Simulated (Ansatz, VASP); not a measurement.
# Two plane-wave programs on TaN

File INCAR:

```
PREC     = Accurate       # precision mode
ENCUT    = 600            # plane-wave cutoff, eV
EDIFF    = 1E-6           # SCF threshold, eV
ISMEAR   = 0              # smearing method
SIGMA    = 0.1            # smearing width, eV
LREAL    = False          # projectors in reciprocal space
LASPH    = True           # aspherical terms in the spheres
NELM     = 120            # most SCF steps
ALGO     = Normal         # electronic algorithm
ISIF     = 2              # what is computed and relaxed
LWAVE    = False          # write WAVECAR
LCHARG   = True           # write CHGCAR
GGA      = PS             # functional
LELF     = True           # ELF
LVHAR    = True         
NBANDS   = 15             # bands
GGA_COMPAT= False
```

The input KPOINTS:

```
Automatic mesh
0
Gamma
  24 24 24
```

Contents of POSCAR:

```
TaN
1.0
    0.0000000000      2.1879310193      2.1879310193
    2.1879310193      0.0000000000      2.1879310193
    2.1879310193      2.1879310193      0.0000000000
Ta N
1 1
Direct
    0.5000000000      0.5000000000      0.5000000000
    0.0000000000      0.0000000000      0.0000000000
```

Input for Ansatz:

```yaml
crystal:
  lattice:
    - [0.0, 2.1879310193, 2.1879310193]
    - [2.1879310193, 0.0, 2.1879310193]
    - [2.1879310193, 2.1879310193, 0.0]
  atoms:
    - { symbol: Ta, position: [0.5, 0.5, 0.5] }
    - { symbol: "N", position: [0.0, 0.0, 0.0] }
basis:
  ecutwfc: 420
kpoints:
  mp_grid: { grid: [24, 24, 24] }
hamiltonian:
  xc: pbesol
scf:
  occupations: { method: gaussian, width: 0.1 }
output:
  forces: true
  stress: true
  eigenvalues: true
```

Alike in both runs: task single point; functional PBEsol; k mesh 24 × 24 × 24; occupations gaussian, width 0.1 eV; no spin polarisation.

```csv
,VASP,Ansatz
version,VASP 6.6.1,Ansatz 0.2.0
potentials or method,"VASP PAW PBE potentials, release 64 (Ta_pv, N), cutoff 600 eV","scalar-relativistic, plane waves, PAW"
valence electrons in the cell,16,18
```

VASP gave:

```
gap on the k mesh at the Fermi level (eV) : none
pressure (GPa)                            : 0.8
```

Q: What did Ansatz give for the same quantities?

A: gap on the k mesh at the Fermi level (eV): none; pressure (GPa): -0.1.

VASP's potentials were made for PBE, not for PBEsol. A gap of «none» marks a metal or a gap that the smearing closes. VASP's potentials hold 16 valence electrons a cell and Ansatz's 18, so a difference there can come from the potentials and not from the codes.

Spin-orbit coupling is off throughout.
